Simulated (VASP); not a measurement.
# V (Im-3m) in VASP: single point with PBE

Aim: the single point of V with PBE.

Everything below comes from runs of VASP 6.6.1. Logs are shortened: lines on timing, memory, paths and dates and some standing lists are left out, and cuts for length are marked.

## 1. The cell of the first run

Symmetry: Im-3m, No. 229, cubic system. Conventional cell: a = 3.039 Å, b = 3.039 Å, c = 3.039 Å, α = 90.00°, β = 90.00°, γ = 90.00°. Within 3.5 Å of V (site symmetry m-3m) lie 14 V at 2.63 to 3.04 Å.

## 2. Single point, PBE, collinear spin, zero start

INCAR reads:

```
SYSTEM = V
  ALGO = Normal
  EDIFF = 1E-6
  ENCUT = 500
  GGA = PE
  GGA_COMPAT = .FALSE.
  ISIF = 2
  ISMEAR = -1
  ISPIN = 2
  LASPH = .TRUE.
  LCHARG = .FALSE.
  LMAXMIX = 4
  LORBIT = 11
  LREAL = .FALSE.
  LWAVE = .FALSE.
  MAGMOM = 0
  NBANDS = 16
  NELM = 200
  PREC = Accurate
  SIGMA = 0.1
```

KPOINTS reads:

```
k-points
0
G
  8 8 8
  0 0 0
```

POSCAR reads:

```
V
1.0
   -1.5197390000      1.5197390000      1.5197390000
    1.5197390000     -1.5197390000      1.5197390000
    1.5197390000      1.5197390000     -1.5197390000
V
1
Direct
    0.0000000000      0.0000000000      0.0000000000
```

Potentials or basis: VASP PAW PBE potentials, release 64 (V_sv).

On the command line:

```bash
$ cat potpaw_PBE.64/V_sv/POTCAR > POTCAR
$ mpirun -np 1 vasp_std > vasp.out
```

OUTCAR:

```text
SYSTEM = V
   EDIFF = 1E-6
   ENCUT = 500
   GGA = PE
   ISIF = 2
   ISMEAR = -1
   ISPIN = 2
   LASPH = .TRUE.
   LORBIT = 11
   LREAL = .FALSE.
   NELM = 200
   PREC = Accurate

 ion  position               nearest neighbor table
   1  0.000  0.000  0.000-

  LATTYP: Found a body centered cubic cell.
 ALAT       =     3.0394780000

  Lattice vectors:

 A1 = (  -1.5197390000,   1.5197390000,   1.5197390000)
 A2 = (   1.5197390000,  -1.5197390000,   1.5197390000)
 A3 = (   1.5197390000,   1.5197390000,  -1.5197390000)

Analysis of symmetry for initial positions (statically):
=====================================================================
 Subroutine PRICEL returns:
 Original cell was already a primitive cell.

 Routine SETGRP: Setting up the symmetry group for a
 body centered cubic supercell.

 Subroutine GETGRP returns: Found 48 space group operations
 (whereof 48 operations were pure point group operations)
 out of a pool of 48 trial point group operations.

The static configuration has the point symmetry O_h .

Analysis of symmetry for dynamics (positions and initial velocities):
=====================================================================
 Subroutine PRICEL returns:
 Original cell was already a primitive cell.

 Routine SETGRP: Setting up the symmetry group for a
 body centered cubic supercell.

 Subroutine GETGRP returns: Found 48 space group operations
 (whereof 48 operations were pure point group operations)
 out of a pool of 48 trial point group operations.

The dynamic configuration has the point symmetry O_h .

Analysis of structural, dynamic, and magnetic symmetry:
=====================================================================
 Subroutine PRICEL returns:
 Original cell was already a primitive cell.

 Routine SETGRP: Setting up the symmetry group for a
 body centered cubic supercell.

 Subroutine GETGRP returns: Found 48 space group operations
 (whereof 48 operations were pure point group operations)
 out of a pool of 48 trial point group operations.

The overall configuration has the point symmetry O_h .

 Subroutine INISYM returns: Found 48 space group operations
 (whereof 48 operations are pure point group operations),
 and found     1 'primitive' translations

----------------------------------------------------------------------------------------

                                     Primitive cell

  volume of cell :      14.0400

  direct lattice vectors                    reciprocal lattice vectors
    -1.519739000  1.519739000  1.519739000     0.000000000  0.329003862  0.329003862
     1.519739000 -1.519739000  1.519739000     0.329003862  0.000000000  0.329003862
     1.519739000  1.519739000 -1.519739000     0.329003862  0.329003862  0.000000000

  length of vectors
     2.632265162  2.632265162  2.632265162     0.465281723  0.465281723  0.465281723

  position of ions in fractional coordinates (direct lattice)
     0.000000000  0.000000000  0.000000000

  ion indices of the primitive-cell ions
   primitive index   ion index
                 1           1

----------------------------------------------------------------------------------------

 KPOINTS: k-points

Automatic generation of k-mesh.
 Grid dimensions read from file:
 generate k-points for:    8    8    8

 Generating k-lattice:

  Cartesian coordinates                     Fractional coordinates (reciprocal lattice)
     0.000000000  0.041125483  0.041125483     0.125000000  0.000000000  0.000000000
     0.041125483  0.000000000  0.041125483     0.000000000  0.125000000  0.000000000
     0.041125483  0.041125483  0.000000000     0.000000000  0.000000000  0.125000000

  Length of vectors
     0.058160215  0.058160215  0.058160215

  Shift w.r.t. Gamma in fractional coordinates (k-lattice)
     0.000000000  0.000000000  0.000000000

 Subroutine IBZKPT returns following result:
 ===========================================

 Found     29 irreducible k-points:

 Following reciprocal coordinates:
            Coordinates               Weight
  0.000000  0.000000  0.000000      1.000000
  0.125000  0.000000  0.000000     12.000000
  0.250000  0.000000  0.000000     12.000000
  0.375000  0.000000  0.000000     12.000000
  0.500000  0.000000  0.000000      6.000000
  0.125000  0.125000  0.000000     24.000000
[... 16 lines left out ...]
 -0.250000  0.250000  0.250000      6.000000
 -0.375000  0.375000  0.250000     24.000000
 [... further k-points ...]
   k-points           NKPTS =     29   k-points in BZ     NKDIM =     29   number of bands    NBANDS=     16
   number of dos      NEDOS =    301   number of ions     NIONS =      1
   total plane-waves  NPLWV =   8000
   dimension x,y,z NGX =    20 NGY =   20 NGZ =   20
   dimension x,y,z NGXF=    40 NGYF=   40 NGZF=   40
   ions per type =               1
   NGX,Y,Z   is equivalent  to a cutoff of  12.63, 12.63, 12.63 a.u.
   NGXF,Y,Z  is equivalent  to a cutoff of  25.26, 25.26, 25.26 a.u.
 SYSTEM =  V
   PREC   = accura    normal or accurate (medium, high low for compatibility)
   ISTART =      0    job   : 0-new  1-cont  2-samecut
   ICHARG =      2    charge: 1-file 2-atom 10-const
   ISPIN  =      2    spin polarized calculation?
   LNONCOLLINEAR =      F non collinear calculations
   LSORBIT =      F    spin-orbit coupling
   LASPH  =      T    aspherical Exc in radial PAW
   ENCUT  =  500.0 eV  36.75 Ry    6.06 a.u.   4.80  4.80  4.80*2*pi/ulx,y,z
   NELM   =    200;   NELMIN=  2; NELMDL= -5     # of ELM steps
   EDIFF  = 0.1E-05   stopping-criterion for ELM
   LREAL  =      F    real-space projection
   EDIFFG = 0.1E-04   stopping-criterion for IOM
   NSW    =      0    number of steps for IOM
   IBRION =     -1    ionic relax: 0-MD 1-quasi-New 2-CG
   NFREE  =      0    steps in history (QN), initial steepest desc. (CG)
   ISIF   =      2    stress and relaxation
   ISYM   =      2    0-nonsym 1-usesym 2-fastsym
   POTIM  = 0.5000    time-step for ionic-motion
   TEBEG  =    0.0;   TEEND  =   0.0 temperature during run
   PSTRESS=    0.0 pullay stress
   NELECT =      13.0000    total number of electrons
   NUPDOWN=      -1.0000    fix difference up-down
   EMIN   =  10.00;   EMAX   =-10.00  energy-range for DOS
   EFERMI =   0.00;   METHOD = LEGACY
   ISMEAR =    -1;   SIGMA  =   0.10  broadening in eV -4-tet -1-fermi 0-gaus
   EFERMI_NEDOS =   21; number of points for ismear=-14 and -15
   IALGO  =     38    algorithm
   IMIX   =      4    mixing-type and parameters
     AMIX     =   0.40;   BMIX     =  1.00
     AMIX_MAG =   1.60;   BMIX_MAG =  1.00
  volume/ion in A,a.u.               =      14.04        94.75
  Fermi-wavevector in a.u.,A,eV,Ry     =   1.595635  3.015313 34.641136  2.546052
  Thomas-Fermi vector in A             =   2.693523
   LORBIT       =     11    0 simple, 1 ext, 2 COOP (PROOUT), +10 PAW based schemes
   GGA     = PE    functional components
   LHFCALC =     F    Hartree Fock is set to
   AEXX    =    0.0000 exact exchange contribution
   IVDW    =     0    specifies the selected vdW correction
   LEPSILON=     F    determine dielectric tensor
   LRPA    =     F    only Hartree local field effects (RPA)
 spin polarized calculation
  energy-cutoff  :      500.00
  volume of cell :       14.04
 maximum number of plane-waves:       372
   NGX =  9   NGY =  9   NGZ =  9

 number of electron      13.0000000 magnetization       0.0000002

 number of electron      13.0000000 magnetization      -0.0000001

 Free energy of the ion-electron system (eV)
  ---------------------------------------------------
  ext. energy  EPLUGINS =         0.00000000
  ---------------------------------------------------
  free energy    TOTEN  =        -9.01818343 eV

  energy without entropy =       -8.96251394  energy(sigma->0) =       -8.99034869

 E-fermi :   9.2438     XC(G=0): -12.6764

 val. band max:        9.2148414924   @ k =   0.5000   0.5000   0.1250
 cond. band min:       9.2501110205   @ k =  -0.2500   0.2500   0.1250
 fundamental gap:      0.0352695280
 Fermi energy:         9.2437535684

 spin component 1

 k-point     1 :       0.0000    0.0000    0.0000
  band No.  band energies     occupation
      1     -54.5291      1.00000
      2     -27.8946      1.00000
      3     -27.8946      1.00000
      4     -27.8946      1.00000
      5       2.7083      1.00000
      6       9.6297      0.02064
[... 8 lines left out ...]
     15      36.0522      0.00000
     16      40.0021      0.00000

 k-point     2 :       0.1250    0.0000    0.0000
  band No.  band energies     occupation
      1     -54.5048      1.00000
      2     -28.0143      1.00000
      3     -27.9315      1.00000
      4     -27.8952      1.00000
      5       3.3020      1.00000
      6       9.3899      0.18825
[... 8 lines left out ...]
     15      36.2668      0.00000
     16      36.3341      0.00000
[... 387 lines left out ...]
      5       6.3215      1.00000
      6       8.7290      0.99422
[... 8 lines left out ...]
     15      38.9360      0.00000
     16      38.9360      0.00000

 k-point    24 :      -0.3750    0.3750    0.2500
  band No.  band energies     occupation
      1     -54.3242      1.00000
      2     -28.4773      1.00000
      3     -28.2527      1.00000
      4     -28.1808      1.00000
      5       7.0625      1.00000
      6       7.8434      1.00000
[... 8 lines left out ...]
     15      37.8907      0.00000
     16      38.1667      0.00000

 [... further k-points ...]

 spin component 2

 k-point     1 :       0.0000    0.0000    0.0000
  band No.  band energies     occupation
      1     -54.5291      1.00000
      2     -27.8946      1.00000
      3     -27.8946      1.00000
      4     -27.8946      1.00000
      5       2.7083      1.00000
      6       9.6297      0.02064
[... 8 lines left out ...]
     15      36.0522      0.00000
     16      40.0021      0.00000

 k-point     2 :       0.1250    0.0000    0.0000
  band No.  band energies     occupation
      1     -54.5048      1.00000
      2     -28.0143      1.00000
      3     -27.9315      1.00000
      4     -27.8952      1.00000
      5       3.3020      1.00000
      6       9.3899      0.18825
[... 8 lines left out ...]
     15      36.2668      0.00000
     16      36.3341      0.00000
[... 387 lines left out ...]
      5       6.3215      1.00000
      6       8.7290      0.99422
[... 8 lines left out ...]
     15      38.9360      0.00000
     16      38.9360      0.00000

 k-point    24 :      -0.3750    0.3750    0.2500
  band No.  band energies     occupation
      1     -54.3242      1.00000
      2     -28.4773      1.00000
      3     -28.2527      1.00000
      4     -28.1808      1.00000
      5       7.0625      1.00000
      6       7.8434      1.00000
[... 8 lines left out ...]
     15      37.8907      0.00000
     16      38.1667      0.00000

 [... further k-points ...]

------------------------ aborting loop because EDIFF is reached ----------------------------------------

  FORCE on cell =-STRESS in cart. coord.  units (eV):
  Direction    XX          YY          ZZ          XY          YZ          ZX
  --------------------------------------------------------------------------------------
  -------------------------------------------------------------------------------------
  Total       -0.6586198     -0.6586198     -0.6586198      0.0000000      0.0000000      0.0000000
  in kB      -75.1585477    -75.1585477    -75.1585477      0.0000000      0.0000000      0.0000000
  external PRESSURE =     -75.1585477 kB  Pullay stress =       0.0000000 kB

 VOLUME and BASIS-vectors are now :
 -----------------------------------------------------------------------------
  energy-cutoff  :      500.00
  volume of cell :       14.04
      direct lattice vectors                 reciprocal lattice vectors
    -1.519739000  1.519739000  1.519739000     0.000000000  0.329003862  0.329003862
     1.519739000 -1.519739000  1.519739000     0.329003862  0.000000000  0.329003862
     1.519739000  1.519739000 -1.519739000     0.329003862  0.329003862  0.000000000

 POSITION                                       TOTAL-FORCE (eV/Angst)
 -----------------------------------------------------------------------------------
      0.00000      0.00000      0.00000        -0.000000      0.000000     -0.000000
 -----------------------------------------------------------------------------------
    total drift:                                0.000000     -0.000000      0.000000

  FREE ENERGIE OF THE ION-ELECTRON SYSTEM (eV)
  ---------------------------------------------------
  free  energy   TOTEN  =        -9.0181834317 eV

  energy  without entropy=       -8.9625139419  energy(sigma->0) =       -8.99034869

 total charge

# of ion       s       p       d       tot
------------------------------------------
    1        2.329   6.202   3.058  11.590

 magnetization (x)

# of ion       s       p       d       tot
------------------------------------------
    1       -0.000  -0.000  -0.000  -0.000
```

Run time: 7.7 s. Hardware: 1 thread of Intel Xeon Platinum 8375C at 2.90GHz (Ice Lake), shared host; peak memory 0.13 GiB.

Results:

| Property | Result |
| --- | --- |
| Free energy | -9.0182 eV |
| Pressure | -7.5 GPa |
| Net moment | 0.00 μB per cell |
| Valence electrons inside the program's atomic spheres | V 11.59 |

Caveat: the k points lie up to 0.37 Å⁻¹ apart.
